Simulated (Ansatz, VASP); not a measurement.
## One calculation of AlN, two programs

Contents of INCAR:

```
PREC     = Accurate       # precision mode
ENCUT    = 520            # plane-wave cutoff, eV
EDIFF    = 1E-6           # SCF threshold, eV
ISMEAR   = 0              # smearing method
SIGMA    = 0.026000000000000002 # smearing width, eV
LREAL    = False          # projectors in reciprocal space
LASPH    = True           # aspherical terms in the spheres
NELM     = 100            # most SCF steps
ALGO     = Normal         # electronic algorithm
ISIF     = 2              # what is computed and relaxed
LWAVE    = False          # write WAVECAR
LCHARG   = False          # write CHGCAR
GGA      = PE             # functional
NBANDS   = 11             # bands
```

KPOINTS

```
Automatic mesh
0
Gamma
  10 10 10
```

POSCAR

```
AlN
1.0
    0.0000000000      2.1839935596      2.1839935596
    2.1839935596      0.0000000000      2.1839935596
    2.1839935596      2.1839935596      0.0000000000
Al N
1 1
Direct
    0.0000000000      0.0000000000      0.0000000000
    0.2500000000      0.2500000000      0.2500000000
```

File input.yaml:

```yaml
crystal:
  lattice:
    - [0.0, 2.1839935596, 2.1839935596]
    - [2.1839935596, 0.0, 2.1839935596]
    - [2.1839935596, 2.1839935596, 0.0]
  atoms:
    - { symbol: Al, position: [0.0, 0.0, 0.0] }
    - { symbol: "N", position: [0.25, 0.25, 0.25] }
hamiltonian:
  xc: pbe
  pseudopotentials: { kind: paw }
kpoints:
  mp_grid: { grid: [10, 10, 10] }
scf:
  occupations: { method: gaussian, width: 0.026 }
output:
  forces: true
  stress: true
  eigenvalues: true
```

Alike in both runs: task single point; functional PBE; k mesh 10 × 10 × 10; occupations gaussian, width 0.026 eV; no spin polarisation.

```csv
,VASP,Ansatz
version,VASP 6.6.1,Ansatz 0.2.0
potentials or method,"VASP PAW PBE potentials, release 64 (Al, N)",Ansatz PAW
plane-wave cutoff (eV),520,420
valence electrons in the cell,8,8
```

VASP gave:

* gap on the k mesh at the Fermi level (eV): 3.32
* least direct gap on the mesh (eV): 4.20
* pressure (GPa): 4.6

Problem. Which values does Ansatz return?

Solution. gap on the k mesh at the Fermi level (eV): 3.33; least direct gap on the mesh (eV): 4.19; pressure (GPa): 4.9.
